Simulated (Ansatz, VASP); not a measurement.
Two plane-wave programs on HfNb2CN2

```
Hf Nb C N
1.0
     2.73356   -4.73287    0.00000
     2.73356    4.73287    0.00000
     0.00000    0.00000    3.10134
Hf Nb C N
1 2 1 2
Direct
  0.50000 0.50000 0.00000
  0.16696 0.83304 0.00000
  0.83304 0.16696 0.00000
  0.00000 0.00000 0.50000
  0.00000 0.50000 0.50000
  0.50000 0.00000 0.50000
```

Change from the starting cell: species swapped into the CeB2Ir2Rh type (Cmmm, No. 65).

Alike in both runs: task relaxation of cell and atoms; functional PBE; k mesh 4 × 4 × 6; occupations gaussian, width 0.1 eV; no spin polarisation.

|  | VASP | Ansatz |
| --- | --- | --- |
| version | VASP 6.6.1 | Ansatz 0.2.0 |
| potentials or method | VASP PAW PBE potentials, release 64 (Hf_pv, Nb_sv, C, N), cutoff 600 eV | scalar-relativistic, plane waves, PAW |
| valence electrons in the cell | 50 | 66 |

|  | VASP | Ansatz | Ansatz less VASP |
| --- | --- | --- | --- |
| gap on the k mesh at the Fermi level, each at its own relaxed structure (eV) | none | none | - |
| relaxed volume (Å³/atom) | 12.67 | 12.73 | +0.058 |
| relaxed length of the cell vector where the two differ most in proportion (Å) | 5.631 | 5.635 | +0.0047 |

A gap of «none» marks a metal or a gap that the smearing closes. VASP's potentials hold 50 valence electrons a cell and Ansatz's 66, so a difference there can come from the potentials and not from the codes.

Spin-orbit coupling is off throughout.
